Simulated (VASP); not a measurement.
# Os (I4/mmm) in VASP: further runs

Runs on Os. Level: r2SCAN. Tasks: single point.

Program: VASP 6.6.1. These are calculated values, not measurements. Logs are shortened: lines on timing, memory, paths and dates and some standing lists are left out, and cuts for length are marked.

## (1) The cell of the first run

It takes space group I4/mmm (No. 139, tetragonal). The conventional cell has a = 2.751 Å, b = 2.751 Å, c = 3.832 Å, α = 90.00°, β = 90.00°, γ = 90.00°. Within 3.6 Å of Os (site symmetry 4/mmm) lie 12 Os at 2.73 to 2.75 Å.

## (2) Single point, r2SCAN (strain +0.000 along x and y, -0.015 along z)

POSCAR reads:

```
Os
1.0
    0.0000000000      1.9450000000      1.9158250000
    1.9450000000      0.0000000000      1.9158250000
    1.9450000000      1.9450000000      0.0000000000
Os
1
Direct
    0.0000000000      0.0000000000      0.0000000000
```

INCAR.step1 reads:

```
ALGO = Normal ; EDIFF = 1E-4
ENCUT = 520 ; GGA = PE
ISMEAR = 0 ; LASPH = T
LCHARG = F ; LREAL = F
LWAVE = T ; NBANDS = 10
NELM = 100 ; PREC = Accurate
SIGMA = 0.15
```

INCAR.step2 reads:

```
ALGO = Normal ; EDIFF = 1E-7
ENCUT = 520 ; ISIF = 2
ISMEAR = 0 ; ISTART = 1
LASPH = T ; LCHARG = F
LMIXTAU = T ; LREAL = F
LWAVE = F ; METAGGA = R2SCAN
NBANDS = 10 ; NELM = 100
PREC = Accurate ; SIGMA = 0.15
```

KPOINTS reads:

```
k-points
0
Gamma
  20 20 20
```

Potentials or basis: VASP PAW PBE potentials, release 64 (Os).

On the command line:

```
$ cat potpaw_PBE.64/Os/POTCAR > POTCAR
$ cp INCAR.step1 INCAR
$ mpirun -np 1 vasp_std > vasp.out
$ cp INCAR.step2 INCAR
$ mpirun -np 1 vasp_std > vasp.out
```

OUTCAR:

```text
EDIFF = 1E-7
   ENCUT = 520
   ISIF = 2
   ISMEAR = 0
   ISTART = 1
   LASPH = T
   LREAL = F
   METAGGA = R2SCAN
   NELM = 100
   PREC = Accurate

 ion  position               nearest neighbor table
   1  0.000  0.000  0.000-

  LATTYP: Found a body centered tetragonal cell.
 ALAT       =     2.7506453788
 C/A-ratio  =     1.3930003589

  Lattice vectors:

 A1 = (   0.0000000000,  -1.9450000000,  -1.9158250000)
 A2 = (   0.0000000000,   1.9450000000,  -1.9158250000)
 A3 = (   1.9450000000,   0.0000000000,   1.9158250000)

Analysis of symmetry for initial positions (statically):
=====================================================================
 Subroutine PRICEL returns:
 Original cell was already a primitive cell.

 Routine SETGRP: Setting up the symmetry group for a
 body centered tetragonal supercell.

 Subroutine GETGRP returns: Found 16 space group operations
 (whereof 16 operations were pure point group operations)
 out of a pool of 16 trial point group operations.

The static configuration has the point symmetry D_4h.

Analysis of symmetry for dynamics (positions and initial velocities):
=====================================================================
 Subroutine PRICEL returns:
 Original cell was already a primitive cell.

 Routine SETGRP: Setting up the symmetry group for a
 body centered tetragonal supercell.

 Subroutine GETGRP returns: Found 16 space group operations
 (whereof 16 operations were pure point group operations)
 out of a pool of 16 trial point group operations.

The dynamic configuration has the point symmetry D_4h.

 Subroutine INISYM returns: Found 16 space group operations
 (whereof 16 operations are pure point group operations),
 and found     1 'primitive' translations

----------------------------------------------------------------------------------------

                                     Primitive cell

  volume of cell :      14.4952

  direct lattice vectors                    reciprocal lattice vectors
     0.000000000  1.945000000  1.915825000    -0.257069409  0.257069409  0.260984171
     1.945000000  0.000000000  1.915825000     0.257069409 -0.257069409  0.260984171
     1.945000000  1.945000000  0.000000000     0.257069409  0.257069409 -0.260984171

  length of vectors
     2.730093484  2.730093484  2.750645379     0.447528881  0.447528881  0.447528881

  position of ions in fractional coordinates (direct lattice)
     0.000000000  0.000000000  0.000000000

  ion indices of the primitive-cell ions
   primitive index   ion index
                 1           1

----------------------------------------------------------------------------------------

 KPOINTS: k-points

Automatic generation of k-mesh.
 Grid dimensions read from file:
 generate k-points for:   20   20   20

 Generating k-lattice:

  Cartesian coordinates                     Fractional coordinates (reciprocal lattice)
    -0.012853470  0.012853470  0.013049209     0.050000000  0.000000000  0.000000000
     0.012853470 -0.012853470  0.013049209     0.000000000  0.050000000  0.000000000
     0.012853470  0.012853470 -0.013049209     0.000000000  0.000000000  0.050000000

  Length of vectors
     0.022376444  0.022376444  0.022376444

  Shift w.r.t. Gamma in fractional coordinates (k-lattice)
     0.000000000  0.000000000  0.000000000

 Subroutine IBZKPT returns following result:
 ===========================================

 Found    641 irreducible k-points:

 Following reciprocal coordinates:
            Coordinates               Weight
  0.000000  0.000000  0.000000      1.000000
  0.050000  0.000000  0.000000      8.000000
  0.100000  0.000000  0.000000      8.000000
  0.150000  0.000000  0.000000      8.000000
  0.200000  0.000000  0.000000      8.000000
  0.250000  0.000000  0.000000      8.000000
[... 16 lines left out ...]
 -0.400000  0.050000  0.000000      8.000000
 -0.350000  0.050000  0.000000      8.000000
 [... further k-points ...]
   k-points           NKPTS =    641   k-points in BZ     NKDIM =    641   number of bands    NBANDS=     10
   number of dos      NEDOS =    301   number of ions     NIONS =      1
   total plane-waves  NPLWV =   8000
   dimension x,y,z NGX =    20 NGY =   20 NGZ =   20
   dimension x,y,z NGXF=    40 NGYF=   40 NGZF=   40
   ions per type =               1
   NGX,Y,Z   is equivalent  to a cutoff of  12.18, 12.18, 12.09 a.u.
   NGXF,Y,Z  is equivalent  to a cutoff of  24.36, 24.36, 24.18 a.u.
 SYSTEM =  unknown system
   PREC   = accura    normal or accurate (medium, high low for compatibility)
   ISTART =      1    job   : 0-new  1-cont  2-samecut
   ICHARG =      0    charge: 1-file 2-atom 10-const
   ISPIN  =      1    spin polarized calculation?
   LNONCOLLINEAR =      F non collinear calculations
   LSORBIT =      F    spin-orbit coupling
   LASPH  =      T    aspherical Exc in radial PAW
   ENCUT  =  520.0 eV  38.22 Ry    6.18 a.u.   5.08  5.08  5.11*2*pi/ulx,y,z
   NELM   =    100;   NELMIN=  2; NELMDL=  0     # of ELM steps
   EDIFF  = 0.1E-06   stopping-criterion for ELM
   LREAL  =      F    real-space projection
   EDIFFG = 0.1E-05   stopping-criterion for IOM
   NSW    =      0    number of steps for IOM
   IBRION =     -1    ionic relax: 0-MD 1-quasi-New 2-CG
   NFREE  =      0    steps in history (QN), initial steepest desc. (CG)
   ISIF   =      2    stress and relaxation
   ISYM   =      2    0-nonsym 1-usesym 2-fastsym
   POTIM  = 0.5000    time-step for ionic-motion
   TEBEG  =    0.0;   TEEND  =   0.0 temperature during run
   PSTRESS=    0.0 pullay stress
   NELECT =       8.0000    total number of electrons
   NUPDOWN=      -1.0000    fix difference up-down
   EMIN   =  10.00;   EMAX   =-10.00  energy-range for DOS
   EFERMI =   0.00;   METHOD = LEGACY
   ISMEAR =     0;   SIGMA  =   0.15  broadening in eV -4-tet -1-fermi 0-gaus
   EFERMI_NEDOS =   21; number of points for ismear=-14 and -15
   IALGO  =     38    algorithm
   IMIX   =      4    mixing-type and parameters
     AMIX     =   0.40;   BMIX     =  1.00
     AMIX_MAG =   1.60;   BMIX_MAG =  1.00
  volume/ion in A,a.u.               =      14.50        97.82
  Fermi-wavevector in a.u.,A,eV,Ry     =   1.342857  2.537632 24.534914  1.803265
  Thomas-Fermi vector in A             =   2.470978
   LORBIT       =      0    0 simple, 1 ext, 2 COOP (PROOUT), +10 PAW based schemes
   METAGGA = R2SCAN    functional components
   LHFCALC =     F    Hartree Fock is set to
   AEXX    =    0.0000 exact exchange contribution
   IVDW    =     0    specifies the selected vdW correction
   LEPSILON=     F    determine dielectric tensor
   LRPA    =     F    only Hartree local field effects (RPA)
 non-spin polarized calculation
 Gauss-broadening in eV      SIGMA  =   0.15
  energy-cutoff  :      520.00
  volume of cell :       14.50
 maximum number of plane-waves:       399
   NGX = 11   NGY = 11   NGZ = 11

 number of electron       8.0000000 magnetization

 Free energy of the ion-electron system (eV)
  ---------------------------------------------------
  ext. energy  EPLUGINS =         0.00000000
  ---------------------------------------------------
  free energy    TOTEN  =       -52.83918442 eV

  energy without entropy =      -52.82802561  energy(sigma->0) =      -52.83360501

 E-fermi :   8.6375     XC(G=0): -15.1521

 val. band max:        8.6364854027   @ k =  -0.2000   0.2000   0.1000
 cond. band min:       8.6387369570   @ k =   0.4500   0.2000   0.1500
 fundamental gap:      0.0022515543
 Fermi energy:         8.6375215916

 k-point     1 :       0.0000    0.0000    0.0000
  band No.  band energies     occupation
      1      -2.3729      2.00000
      2       5.5812      2.00000
      3       5.5812      2.00000
      4       5.8058      2.00000
      5       8.4886      1.83961
      6       8.7719      0.20531
      7      23.5693      0.00000
      8      29.3393      0.00000
      9      29.3393      0.00000
     10      29.8722      0.00000

 k-point     2 :       0.0500    0.0000    0.0000
  band No.  band energies     occupation
      1      -2.2544      2.00000
      2       5.5406      2.00000
      3       5.6349      2.00000
      4       5.8275      2.00000
      5       8.4533      1.91759
      6       8.7300      0.38322
      7      23.7885      0.00000
      8      28.8381      0.00000
      9      29.5442      0.00000
     10      29.9416      0.00000

 k-point     3 :       0.1000    0.0000    0.0000
  band No.  band energies     occupation
      1      -1.9087      2.00000
      2       5.3752      2.00000
      3       5.7783      2.00000
      4       5.9458      2.00000
      5       8.3729      1.98739
      6       8.6287      1.06616
      7      24.4017      0.00000
      8      27.5867      0.00000
      9      30.1447      0.00000
     10      30.5112      0.00000

 k-point     4 :       0.1500    0.0000    0.0000
  band No.  band energies     occupation
      1      -1.3690      2.00000
      2       5.1403      2.00000
      3       5.9516      2.00000
      4       6.1213      2.00000
      5       8.3263      1.99665
      6       8.5418      1.63344
      7      25.2020      0.00000
      8      26.2959      0.00000
      9      31.1009      0.00000
     10      31.4697      0.00000

 k-point     5 :       0.2000    0.0000    0.0000
  band No.  band energies     occupation
      1      -0.7020      2.00000
      2       4.9531      2.00000
      3       6.0533      2.00000
      4       6.2450      2.00000
      5       8.4348      1.94408
      6       8.5876      1.36211
      7      24.6787      0.00000
      8      26.3776      0.00000
      9      32.3481      0.00000
     10      32.7204      0.00000

 k-point     6 :       0.2500    0.0000    0.0000
  band No.  band energies     occupation
      1      -0.0256      2.00000
      2       4.9587      2.00000
      3       6.0122      2.00000
      4       6.2294      2.00000
      5       8.7794      0.18093
      6       8.8616      0.03462
      7      23.4261      0.00000
      8      26.6749      0.00000
      9      33.7433      0.00000
     10      34.0471      0.00000
[... 183 lines left out ...]
 k-point    21 :       0.5000    0.0500    0.0000
  band No.  band energies     occupation
      1       0.9959      2.00000
      2       5.4662      2.00000
      3       5.4873      2.00000
      4       7.9780      2.00000
      5      11.0867      0.00000
      6      11.3333      0.00000
      7      17.6316      0.00000
      8      23.3843      0.00000
      9      29.4231      0.00000
     10      29.7108      0.00000

 k-point    22 :      -0.4500    0.0500    0.0000
  band No.  band energies     occupation
      1       0.9980      2.00000
      2       5.4668      2.00000
      3       5.5092      2.00000
      4       7.8810      2.00000
      5      10.8860      0.00000
      6      11.3759      0.00000
      7      17.8229      0.00000
      8      23.4395      0.00000
      9      29.5374      0.00000
     10      29.8269      0.00000

 k-point    23 :      -0.4000    0.0500    0.0000
  band No.  band energies     occupation
      1       0.9970      2.00000
      2       5.5425      2.00000
      3       5.6086      2.00000
      4       7.1711      2.00000
      5      10.4236      0.00000
      6      11.0860      0.00000
      7      18.8891      0.00000
      8      23.8353      0.00000
      9      29.9445      0.00000
     10      30.8373      0.00000

 k-point    24 :      -0.3500    0.0500    0.0000
  band No.  band energies     occupation
      1       0.9397      2.00000
      2       5.6848      2.00000
      3       5.7712      2.00000
      4       6.2154      2.00000
      5       9.7984      0.00000
      6      10.6041      0.00000
      7      20.3514      0.00000
      8      24.6041      0.00000
      9      30.8157      0.00000
     10      32.3628      0.00000

 [... further k-points ...]
[... 5 lines left out ...]
  --------------------------------------------------------------------------------------
  -------------------------------------------------------------------------------------
  Total       -1.1198246     -1.1198246     -0.7093424      0.0000000      0.0000000     -0.0000000
  in kB     -123.7757480   -123.7757480    -78.4045890      0.0000000      0.0000000     -0.0000000
  external PRESSURE =    -108.6520283 kB  Pullay stress =       0.0000000 kB

 VOLUME and BASIS-vectors are now :
 -----------------------------------------------------------------------------
  energy-cutoff  :      520.00
  volume of cell :       14.50
      direct lattice vectors                 reciprocal lattice vectors
     0.000000000  1.945000000  1.915825000    -0.257069409  0.257069409  0.260984171
     1.945000000  0.000000000  1.915825000     0.257069409 -0.257069409  0.260984171
     1.945000000  1.945000000  0.000000000     0.257069409  0.257069409 -0.260984171

 POSITION                                       TOTAL-FORCE (eV/Angst)
 -----------------------------------------------------------------------------------
      0.00000      0.00000      0.00000         0.000000      0.000000      0.000000
 -----------------------------------------------------------------------------------
    total drift:                                0.000000     -0.000000     -0.000000

  FREE ENERGIE OF THE ION-ELECTRON SYSTEM (eV)
  ---------------------------------------------------
  free  energy   TOTEN  =       -52.8391844180 eV

  energy  without entropy=      -52.8280256101  energy(sigma->0) =      -52.83360501
```

Run time: 2 min. Hardware: 1 thread of Intel Xeon 6975P-C (Granite Rapids), shared host; peak memory 0.2 GiB.

Results:

```yaml
Free_energy: -52.8392 eV
Pressure: -10.9 GPa
Band_gap_on_the_k_mesh: zero (band 4 reaches 11.17 eV, above the bottom of band 5 at 7.02 eV)
```

Caveat: the cell differs from its parent crystal (strain +0.000 along x and y, -0.015 along z); the PAW data sets were made with another functional, which shifts forces and pressure a little; spin-orbit coupling is left out, which moves the levels of the heavy elements.

## (3) Single point, r2SCAN (strain -0.015 along x and y, +0.015 along z)

POSCAR reads:

```
Os
1.0
    0.0000000000      1.9158250000      1.9741750000
    1.9158250000      0.0000000000      1.9741750000
    1.9158250000      1.9158250000      0.0000000000
Os
1
Direct
    0.0000000000      0.0000000000      0.0000000000
```

INCAR.step1 reads:

```
SYSTEM = Os
PREC     = Accurate       ! precision mode
ENCUT    = 520            ! plane-wave cutoff, eV
ISMEAR   = 0              ! smearing method
SIGMA    = 0.15           ! smearing width, eV
LREAL    = .False.        ! projectors in reciprocal space
LASPH    = .True.         ! aspherical terms in the spheres
NELM     = 80             ! most SCF steps
NBANDS   = 10             ! bands
GGA      = PE             ! functional
ALGO     = Normal         ! electronic algorithm
EDIFF    = 1E-4           ! SCF threshold, eV
LWAVE    = .True.         ! write WAVECAR
LCHARG   = .False.        ! write CHGCAR
```

INCAR.step2 reads:

```
SYSTEM = Os
PREC     = Accurate       ! precision mode
ENCUT    = 520            ! plane-wave cutoff, eV
EDIFF    = 1E-6           ! SCF threshold, eV
ISMEAR   = 0              ! smearing method
SIGMA    = 0.15           ! smearing width, eV
LREAL    = .False.        ! projectors in reciprocal space
LASPH    = .True.         ! aspherical terms in the spheres
NELM     = 80             ! most SCF steps
ALGO     = Normal         ! electronic algorithm
ISIF     = 2              ! what is computed and relaxed
LWAVE    = .False.        ! write WAVECAR
LCHARG   = .False.        ! write CHGCAR
METAGGA  = R2SCAN         ! meta-GGA
LMIXTAU  = .True.       
NBANDS   = 10             ! bands
ISTART   = 1
```

KPOINTS reads:

```
Automatic mesh
0
Gamma
  20 20 20
  0 0 0
```

Potentials or basis: VASP PAW PBE potentials, release 64 (Os).

On the command line:

```
$ cat potpaw_PBE.64/Os/POTCAR > POTCAR
$ cp INCAR.step1 INCAR
$ mpirun -np 1 vasp_std > vasp.out
$ cp INCAR.step2 INCAR
$ mpirun -np 1 vasp_std > vasp.out
```

Run time: 1.9 min. Hardware: 1 thread of Intel Xeon 6975P-C (Granite Rapids), shared host; peak memory 0.21 GiB.

Results (log left out):

| Item | Value |
| --- | --- |
| Free energy | -52.8334 eV |
| Pressure | -10.7 GPa |
| Band gap on the k mesh | zero (band 4 reaches 11.18 eV, above the bottom of band 5 at 7.14 eV) |

Stress tensor (GPa, compression positive):
```
 -7.56   0.00   0.00
  0.00  -7.56   0.00
  0.00   0.00 -16.87
```

Levels at points of the mesh, in eV from the Fermi level:
```csv
k point,band 2,band 3,band 4,band 5,band 6,band 7
"(0.00, 0.00, 0.00)",-3.28,-2.83,-2.83,-0.31,0.28,14.94
"(0.50, 0.00, 0.00)",-3.38,-2.92,-0.26,2.26,2.49,9.01
"(0.50, 0.50, 0.00)",-6.86,1.87,2.35,3.05,3.05,11.79
"(0.50, 0.00, 0.50)",-6.88,2.28,2.54,2.85,3.28,12.26
```

Caveat: the cell differs from its parent crystal (strain -0.015 along x and y, +0.015 along z); the PAW data sets were made with another functional, which shifts forces and pressure a little; spin-orbit coupling is left out, which moves the levels of the heavy elements.
